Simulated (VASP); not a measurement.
Here is a VASP 6.6.1 calculation.

The input INCAR:

```
PREC = Accurate
ENCUT = 520
EDIFF = 1E-6
ISMEAR = 0
SIGMA = 0.15
LREAL = False
LASPH = True
NELM = 100
ALGO = Fast
ISIF = 2
LWAVE = False
LCHARG = False
GGA = PE
NBANDS = 33
```

File KPOINTS:

```
regular mesh
0
Gamma
  12 12 18
```

Contents of POSCAR:

```
MoN2
1.0
    4.3330619473      0.0324979646      0.0000000000
    0.0324979646      4.3330619473      0.0000000000
    0.0000000000      0.0000000000      2.7518917152
Mo N
2 4
Direct
    0.5000000000      0.5000000000      0.0000000000
    0.0000000000      0.0000000000      0.0000000000
    0.8879039728      0.3879039728      0.5000000000
    0.1120960272      0.6120960272      0.5000000000
    0.3879039728      0.1120960272      0.5000000000
    0.6120960272      0.8879039728      0.5000000000
```

Potentials or basis: VASP PAW PBE potentials, release 64 (Mo_sv, N).

The run is started by

```bash
$ cat potpaw_PBE.64/Mo_sv/POTCAR potpaw_PBE.64/N/POTCAR > POTCAR
$ mpirun -np 1 vasp_std > vasp.out
```

**Question.** What does it give for the largest force?

**Answer.** 0.229 eV/Å.

**Question.** Estimate the band gap on the k mesh.

**Answer.** Zero (bands 24 and 25 overlap by 2.23 eV).

**Question.** Estimate the pressure.

**Answer.** 0.7 GPa.

Forces in eV/Å, atoms in the order of the input:
```
Mo   0.000  0.000  0.000
Mo   0.000  0.000  0.000
N    0.041  0.041  0.000
N   -0.041 -0.041  0.000
N   -0.162  0.162  0.000
N    0.162 -0.162  0.000
```

Caveat: the cell differs from its parent crystal (strain +0.0150 x Voigt [0, 0, 0, 0, 0, 1]).
